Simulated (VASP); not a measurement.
# BaTiO3 (P4/mmm) in VASP: notebook

BaTiO3 is run at these levels: LDA; tasks: single point.

Everything below comes from runs of VASP 6.6.1. Logs are shortened: lines on timing, memory, paths and dates and some standing lists are left out, and cuts for length are marked.

## (1) The cell of the first run

The structure is tetragonal, space group P4/mmm (No. 123). Conventional cell: a = 4.043 Å, b = 4.043 Å, c = 4.950 Å, α = 90.00°, β = 90.00°, γ = 90.00°. Ba (site symmetry 4/mmm) has 10 O at 2.48 to 3.20 Å within 3.3 Å. Within 2.7 Å of Ti (site symmetry 4/mmm) lie 4 O at 2.02 Å. O (site symmetry mmm) has 2 Ti at 2.02 Å and 2 O at 2.02 Å within 2.7 Å. Within 2.7 Å of O (site symmetry 4/mmm) lie 4 O at 2.02 Å and 2 Ba at 2.48 Å.

## (2) Single point, LDA

Input file INCAR:

```
SYSTEM = BaTiO3
ALGO = Normal
EDIFF = 1E-6
ENCUT = 520
GGA = CA
ISIF = 2
ISMEAR = -1
LASPH = .TRUE.
LCHARG = .FALSE.
LREAL = .FALSE.
LWAVE = .FALSE.
NBANDS = 28
NELM = 100
PREC = Accurate
SIGMA = 0.05
```

Input file KPOINTS:

```
k-points
0
G
  6 6 4
  0 0 0
```

Input file POSCAR:

```
BaTiO3
1.0
    4.0427536504      0.0000000000      0.0000000000
    0.0000000000      4.0427536504      0.0000000000
    0.0000000000      0.0000000000      4.9502441865
Ba Ti O
1 1 3
Direct
    0.0000000000      0.0000000000      0.0000000000
    0.5000000000      0.5000000000      0.5000000000
    0.0000000000      0.5000000000      0.5000000000
    0.5000000000      0.0000000000      0.5000000000
    0.0000000000      0.0000000000      0.5000000000
```

Potentials or basis: VASP PAW LDA potentials, release 64 (Ba_sv, Ti_sv, O).

The run is started by

```
> cat potpaw_LDA.64/Ba_sv/POTCAR potpaw_LDA.64/Ti_sv/POTCAR potpaw_LDA.64/O/POTCAR > POTCAR
> mpirun -np 1 vasp_std > vasp.out
```

OUTCAR:

```text
SYSTEM = BaTiO3
   EDIFF = 1E-6
   ENCUT = 520
   GGA = CA
   ISIF = 2
   ISMEAR = -1
   LASPH = .TRUE.
   LREAL = .FALSE.
   NELM = 100
   PREC = Accurate

 ion  position               nearest neighbor table
   1  0.000  0.000  0.000-   5 2.48   5 2.48   3 3.20   3 3.20   4 3.20   4 3.20   3 3.20   3 3.20
                             4 3.20   4 3.20   2 3.78   2 3.78   2 3.78   2 3.78   2 3.78   2 3.78
   2  0.500  0.500  0.500-   3 2.02   4 2.02   4 2.02   3 2.02   1 3.78   1 3.78   1 3.78   1 3.78
                             1 3.78   1 3.78   1 3.78   1 3.78
   3  0.000  0.500  0.500-   2 2.02   2 2.02   1 3.20   1 3.20   1 3.20   1 3.20
   4  0.500  0.000  0.500-   2 2.02   2 2.02   1 3.20   1 3.20   1 3.20   1 3.20
   5  0.000  0.000  0.500-   1 2.48   1 2.48

  LATTYP: Found a simple tetragonal cell.
 ALAT       =     4.0427536504
 C/A-ratio  =     1.2244733700

  Lattice vectors:

 A1 = (   4.0427536504,   0.0000000000,   0.0000000000)
 A2 = (   0.0000000000,   4.0427536504,   0.0000000000)
 A3 = (   0.0000000000,   0.0000000000,   4.9502441865)

Analysis of symmetry for initial positions (statically):
=====================================================================
 Subroutine PRICEL returns:
 Original cell was already a primitive cell.

 Routine SETGRP: Setting up the symmetry group for a
 simple tetragonal supercell.

 Subroutine GETGRP returns: Found 16 space group operations
 (whereof 16 operations were pure point group operations)
 out of a pool of 16 trial point group operations.

The static configuration has the point symmetry D_4h.

Analysis of symmetry for dynamics (positions and initial velocities):
=====================================================================
 Subroutine PRICEL returns:
 Original cell was already a primitive cell.

 Routine SETGRP: Setting up the symmetry group for a
 simple tetragonal supercell.

 Subroutine GETGRP returns: Found 16 space group operations
 (whereof 16 operations were pure point group operations)
 out of a pool of 16 trial point group operations.

The dynamic configuration has the point symmetry D_4h.

 Subroutine INISYM returns: Found 16 space group operations
 (whereof 16 operations are pure point group operations),
 and found     1 'primitive' translations

----------------------------------------------------------------------------------------

                                     Primitive cell

  volume of cell :      80.9061

  direct lattice vectors                    reciprocal lattice vectors
     4.042753650  0.000000000  0.000000000     0.247356155  0.000000000  0.000000000
     0.000000000  4.042753650  0.000000000     0.000000000  0.247356155  0.000000000
     0.000000000  0.000000000  4.950244186     0.000000000  0.000000000  0.202010237

  length of vectors
     4.042753650  4.042753650  4.950244186     0.247356155  0.247356155  0.202010237

  position of ions in fractional coordinates (direct lattice)
     0.000000000  0.000000000  0.000000000
     0.500000000  0.500000000  0.500000000
     0.000000000  0.500000000  0.500000000
     0.500000000  0.000000000  0.500000000
     0.000000000  0.000000000  0.500000000

  ion indices of the primitive-cell ions
   primitive index   ion index
                 1           1
                 2           2
                 3           3
                 4           4
                 5           5

----------------------------------------------------------------------------------------

 KPOINTS: k-points

Automatic generation of k-mesh.
 Grid dimensions read from file:
 generate k-points for:    6    6    4

 Generating k-lattice:

  Cartesian coordinates                     Fractional coordinates (reciprocal lattice)
     0.041226026  0.000000000  0.000000000     0.166666667  0.000000000  0.000000000
     0.000000000  0.041226026  0.000000000     0.000000000  0.166666667  0.000000000
     0.000000000  0.000000000  0.050502559     0.000000000  0.000000000  0.250000000

  Length of vectors
     0.041226026  0.041226026  0.050502559

  Shift w.r.t. Gamma in fractional coordinates (k-lattice)
     0.000000000  0.000000000  0.000000000

 Subroutine IBZKPT returns following result:
 ===========================================

 Found     30 irreducible k-points:

 Following reciprocal coordinates:
            Coordinates               Weight
  0.000000  0.000000  0.000000      1.000000
  0.166667  0.000000  0.000000      4.000000
  0.333333  0.000000  0.000000      4.000000
  0.500000  0.000000  0.000000      2.000000
  0.166667  0.166667  0.000000      4.000000
  0.333333  0.166667  0.000000      8.000000
[... 16 lines left out ...]
  0.333333  0.000000  0.500000      4.000000
  0.500000  0.000000  0.500000      2.000000
 [... further k-points ...]
   k-points           NKPTS =     30   k-points in BZ     NKDIM =     30   number of bands    NBANDS=     28
   number of dos      NEDOS =    301   number of ions     NIONS =      5
   total plane-waves  NPLWV =  36000
   dimension x,y,z NGX =    30 NGY =   30 NGZ =   40
   dimension x,y,z NGXF=    60 NGYF=   60 NGZF=   80
   ions per type =               1   1   3
   NGX,Y,Z   is equivalent  to a cutoff of  12.34, 12.34, 13.43 a.u.
   NGXF,Y,Z  is equivalent  to a cutoff of  24.67, 24.67, 26.87 a.u.
 SYSTEM =  BaTiO3
   PREC   = accura    normal or accurate (medium, high low for compatibility)
   ISTART =      0    job   : 0-new  1-cont  2-samecut
   ICHARG =      2    charge: 1-file 2-atom 10-const
   ISPIN  =      1    spin polarized calculation?
   LNONCOLLINEAR =      F non collinear calculations
   LSORBIT =      F    spin-orbit coupling
   LASPH  =      T    aspherical Exc in radial PAW
   ENCUT  =  520.0 eV  38.22 Ry    6.18 a.u.   7.52  7.52  9.20*2*pi/ulx,y,z
   NELM   =    100;   NELMIN=  2; NELMDL= -5     # of ELM steps
   EDIFF  = 0.1E-05   stopping-criterion for ELM
   LREAL  =      F    real-space projection
   EDIFFG = 0.1E-04   stopping-criterion for IOM
   NSW    =      0    number of steps for IOM
   IBRION =     -1    ionic relax: 0-MD 1-quasi-New 2-CG
   NFREE  =      0    steps in history (QN), initial steepest desc. (CG)
   ISIF   =      2    stress and relaxation
   ISYM   =      2    0-nonsym 1-usesym 2-fastsym
   POTIM  = 0.5000    time-step for ionic-motion
   TEBEG  =    0.0;   TEEND  =   0.0 temperature during run
   PSTRESS=    0.0 pullay stress
   NELECT =      40.0000    total number of electrons
   NUPDOWN=      -1.0000    fix difference up-down
   EMIN   =  10.00;   EMAX   =-10.00  energy-range for DOS
   EFERMI =   0.00;   METHOD = LEGACY
   ISMEAR =    -1;   SIGMA  =   0.05  broadening in eV -4-tet -1-fermi 0-gaus
   EFERMI_NEDOS =   21; number of points for ismear=-14 and -15
   IALGO  =     38    algorithm
   IMIX   =      4    mixing-type and parameters
     AMIX     =   0.40;   BMIX     =  1.00
     AMIX_MAG =   1.60;   BMIX_MAG =  1.00
  volume/ion in A,a.u.               =      16.18       109.20
  Fermi-wavevector in a.u.,A,eV,Ry     =   1.294497  2.446245 22.799594  1.675723
  Thomas-Fermi vector in A             =   2.426076
   LORBIT       =      0    0 simple, 1 ext, 2 COOP (PROOUT), +10 PAW based schemes
   GGA     = CA    functional components
   LHFCALC =     F    Hartree Fock is set to
   AEXX    =    0.0000 exact exchange contribution
   IVDW    =     0    specifies the selected vdW correction
   LEPSILON=     F    determine dielectric tensor
   LRPA    =     F    only Hartree local field effects (RPA)
 non-spin polarized calculation
  energy-cutoff  :      520.00
  volume of cell :       80.91
 maximum number of plane-waves:      2206
   NGX = 15   NGY = 15   NGZ = 19

 number of electron      39.9999971 magnetization

 Free energy of the ion-electron system (eV)
  ---------------------------------------------------
  ext. energy  EPLUGINS =         0.00000000
  ---------------------------------------------------
  free energy    TOTEN  =       -34.75815618 eV

  energy without entropy =      -34.72607425  energy(sigma->0) =      -34.74211522

 E-fermi :   4.3233     XC(G=0): -10.4999

 val. band max:        4.3230361329   @ k =   0.0000   0.0000   0.2500
 cond. band min:       4.3319149407   @ k =   0.5000   0.0000   0.2500
 fundamental gap:      0.0088788078
 Fermi energy:         4.3233458429

 k-point     1 :       0.0000    0.0000    0.0000
  band No.  band energies     occupation
      1     -53.1135      2.00000
      2     -29.8395      2.00000
      3     -29.8395      2.00000
      4     -29.5534      2.00000
      5     -23.1743      2.00000
      6     -15.9510      2.00000
[... 20 lines left out ...]
     27       6.5219      0.00000
     28       9.3066      0.00000

 k-point     2 :       0.1667    0.0000    0.0000
  band No.  band energies     occupation
      1     -53.1133      2.00000
      2     -29.8532      2.00000
      3     -29.8389      2.00000
      4     -29.5530      2.00000
      5     -23.1598      2.00000
      6     -15.8016      2.00000
[... 20 lines left out ...]
     27       7.0096      0.00000
     28       8.8014      0.00000

 k-point     3 :       0.3333    0.0000    0.0000
  band No.  band energies     occupation
      1     -53.1128      2.00000
      2     -29.8805      2.00000
      3     -29.8378      2.00000
      4     -29.5520      2.00000
      5     -23.1304      2.00000
      6     -15.4020      2.00000
[... 20 lines left out ...]
     27       8.1573      0.00000
     28       8.1983      0.00000

 k-point     4 :       0.5000    0.0000    0.0000
  band No.  band energies     occupation
      1     -53.1125      2.00000
      2     -29.8940      2.00000
      3     -29.8373      2.00000
      4     -29.5515      2.00000
      5     -23.1156      2.00000
      6     -15.0204      2.00000
[... 20 lines left out ...]
     27       7.7929      0.00000
     28       7.8316      0.00000

 k-point     5 :       0.1667    0.1667    0.0000
  band No.  band energies     occupation
      1     -53.1130      2.00000
      2     -29.8529      2.00000
      3     -29.8522      2.00000
      4     -29.5525      2.00000
      5     -23.1456      2.00000
      6     -15.6542      2.00000
[... 20 lines left out ...]
     27       7.2721      0.00000
     28       8.5666      0.00000

 k-point     6 :       0.3333    0.1667    0.0000
  band No.  band energies     occupation
      1     -53.1125      2.00000
      2     -29.8797      2.00000
      3     -29.8513      2.00000
      4     -29.5515      2.00000
      5     -23.1170      2.00000
      6     -15.2598      2.00000
[... 463 lines left out ...]
      5     -23.1337      2.00000
      6     -16.2226      2.00000
[... 20 lines left out ...]
     27       6.6013      0.00000
     28      10.0197      0.00000

 k-point    22 :       0.1667    0.0000    0.5000
  band No.  band energies     occupation
      1     -53.1133      2.00000
      2     -29.8531      2.00000
      3     -29.8389      2.00000
      4     -29.5538      2.00000
      5     -23.1212      2.00000
      6     -16.0666      2.00000
[... 20 lines left out ...]
     27       6.8853      0.00000
     28       9.0689      0.00000

 k-point    23 :       0.3333    0.0000    0.5000
  band No.  band energies     occupation
      1     -53.1127      2.00000
      2     -29.8802      2.00000
      3     -29.8378      2.00000
      4     -29.5527      2.00000
      5     -23.0959      2.00000
      6     -15.6560      2.00000
[... 20 lines left out ...]
     27       7.3353      0.00000
     28       8.7010      0.00000

 k-point    24 :       0.5000    0.0000    0.5000
  band No.  band energies     occupation
      1     -53.1125      2.00000
      2     -29.8937      2.00000
      3     -29.8373      2.00000
      4     -29.5521      2.00000
      5     -23.0831      2.00000
      6     -15.3085      2.00000
[... 20 lines left out ...]
     27       7.1456      0.00000
     28       8.4440      0.00000

 [... further k-points ...]

------------------------ aborting loop because EDIFF is reached ----------------------------------------

  FORCE on cell =-STRESS in cart. coord.  units (eV):
  Direction    XX          YY          ZZ          XY          YZ          ZX
  --------------------------------------------------------------------------------------
  -------------------------------------------------------------------------------------
  Total       -1.2607655     -1.2607655     -1.4409403      0.0000000      0.0000000      0.0000000
  in kB      -24.9668472    -24.9668472    -28.5348376      0.0000000      0.0000000      0.0000000
  external PRESSURE =     -26.1561774 kB  Pullay stress =       0.0000000 kB

 VOLUME and BASIS-vectors are now :
 -----------------------------------------------------------------------------
  energy-cutoff  :      520.00
  volume of cell :       80.91
      direct lattice vectors                 reciprocal lattice vectors
     4.042753650  0.000000000  0.000000000     0.247356155  0.000000000  0.000000000
     0.000000000  4.042753650  0.000000000     0.000000000  0.247356155  0.000000000
     0.000000000  0.000000000  4.950244186     0.000000000  0.000000000  0.202010237

 POSITION                                       TOTAL-FORCE (eV/Angst)
 -----------------------------------------------------------------------------------
      0.00000      0.00000      0.00000         0.000000      0.000000      0.000000
      2.02138      2.02138      2.47512         0.000000      0.000000      0.000000
      0.00000      2.02138      2.47512         0.000000      0.000000      0.000000
      2.02138      0.00000      2.47512         0.000000      0.000000      0.000000
      0.00000      0.00000      2.47512         0.000000      0.000000      0.000000
 -----------------------------------------------------------------------------------
    total drift:                                0.000000      0.000000      0.000000

  FREE ENERGIE OF THE ION-ELECTRON SYSTEM (eV)
  ---------------------------------------------------
  free  energy   TOTEN  =       -34.7581561807 eV

  energy  without entropy=      -34.7260742507  energy(sigma->0) =      -34.74211522
```

Run time: 2 min. Hardware: 1 thread of AMD EPYC 7R13, shared host; peak memory 0.17 GiB.

What came out:

```
Free energy            : -34.7582 eV
Pressure               : -2.6 GPa
Band gap on the k mesh : zero (bands 20 and 21 overlap by 1.81 eV)
```

Stress tensor (GPa, compression positive):
```
-2.50  0.00  0.00
 0.00 -2.50  0.00
 0.00  0.00 -2.85
```

Levels at points of the mesh, in eV from the Fermi level:
| k point | band 17 | band 18 | band 19 | band 20 | band 21 | band 22 | band 23 | band 24 |
| --- | --- | --- | --- | --- | --- | --- | --- | --- |
| (0.00, 0.00, 0.00) | -3.69 | -1.98 | -1.20 | -0.04 | -0.04 | -0.02 | 1.47 | 1.68 |
| (0.50, 0.00, 0.00) | -2.98 | -1.91 | -1.40 | -0.47 | 0.16 | 0.85 | 1.19 | 1.59 |
| (0.50, 0.50, 0.00) | -2.88 | -2.27 | -2.27 | -1.62 | -1.51 | 1.61 | 1.61 | 2.26 |
| (0.00, 0.00, 0.50) | -3.75 | -2.85 | 0.02 | 0.11 | 0.11 | 0.21 | 0.58 | 1.66 |
| (0.50, 0.00, 0.50) | -3.09 | -2.96 | -2.11 | -0.13 | 0.05 | 0.85 | 1.53 | 1.93 |
| (0.50, 0.50, 0.50) | -3.88 | -2.87 | -2.49 | -2.49 | -0.53 | 0.42 | 1.59 | 1.59 |

Caveat: spin-orbit coupling is left out, which moves the levels of the heavy elements; semilocal functionals often make such compounds metallic where correlation or magnetic order opens a gap, which also shifts bond lengths.

## (3) Single point, LDA

This run uses another cell than the first one, of 16.69 Å³/atom.

Input file INCAR:

```
SYSTEM = BaTiO3
  ALGO = Normal
  EDIFF = 1E-7
  ENCUT = 520
  ISIF = 2
  ISMEAR = -1
  LASPH = .True.
  LCHARG = .False.
  LREAL = .False.
  LWAVE = .False.
  NBANDS = 28
  NELM = 100
  PREC = Accurate
  SIGMA = 0.05
```

Input file KPOINTS:

```
k-points
0
Gamma
  6 6 4
  0 0 0
```

POSCAR: that of step 2 with these lines changed.

```diff
@@ -2,5 +2,5 @@
 1.0
-    4.0427536504      0.0000000000      0.0000000000
-    0.0000000000      4.0427536504      0.0000000000
-    0.0000000000      0.0000000000      4.9502441865
+    4.0848686986      0.0000000000      0.0000000000
+    0.0000000000      4.0848686986      0.0000000000
+    0.0000000000      0.0000000000      5.0018129414
 Ba Ti O
```

Potentials or basis: VASP PAW LDA potentials, release 64 (Ba_sv, Ti_sv, O).

The run is started by

```
> cat potpaw_LDA.64/Ba_sv/POTCAR potpaw_LDA.64/Ti_sv/POTCAR potpaw_LDA.64/O/POTCAR > POTCAR
> mpirun -np 1 vasp_std > vasp.out
```

Run time: 2 min. Hardware: 1 thread of AMD EPYC 7R13, shared host; peak memory 0.18 GiB.

Results (log left out):

```yaml
Free_energy: -34.6943 eV
Pressure: -5.7 GPa
Band_gap_on_the_k_mesh: zero (bands 20 and 21 overlap by 1.73 eV)
```

Stress tensor (GPa, compression positive):
```
-5.87  0.00  0.00
 0.00 -5.87  0.00
 0.00  0.00 -5.21
```

Levels at points of the mesh, in eV from the Fermi level:
| k point | band 16 | band 17 | band 18 | band 19 | band 20 | band 21 | band 22 | band 23 | band 24 | band 25 |
| --- | --- | --- | --- | --- | --- | --- | --- | --- | --- | --- |
| (0.00, 0.00, 0.00) | -3.70 | -3.58 | -1.94 | -1.21 | -0.03 | -0.03 | -0.01 | 1.47 | 1.58 | 1.58 |
| (0.50, 0.00, 0.00) | -4.23 | -2.93 | -1.88 | -1.42 | -0.48 | 0.15 | 0.80 | 1.16 | 1.51 | 1.86 |
| (0.50, 0.50, 0.00) | -3.89 | -2.80 | -2.23 | -2.23 | -1.65 | -1.44 | 1.52 | 1.52 | 2.14 | 3.22 |
| (0.00, 0.00, 0.50) | -3.69 | -3.69 | -2.76 | 0.02 | 0.10 | 0.10 | 0.19 | 0.54 | 1.57 | 1.57 |
| (0.50, 0.00, 0.50) | -3.96 | -2.99 | -2.90 | -2.07 | -0.12 | 0.05 | 0.80 | 1.44 | 1.83 | 2.29 |
| (0.50, 0.50, 0.50) | -3.86 | -3.76 | -2.79 | -2.43 | -2.43 | -0.47 | 0.39 | 1.50 | 1.50 | 2.15 |

Caveat: the cell stands under tension; spin-orbit coupling is left out, which moves the levels of the heavy elements; semilocal functionals often make such compounds metallic where correlation or magnetic order opens a gap, which also shifts bond lengths.
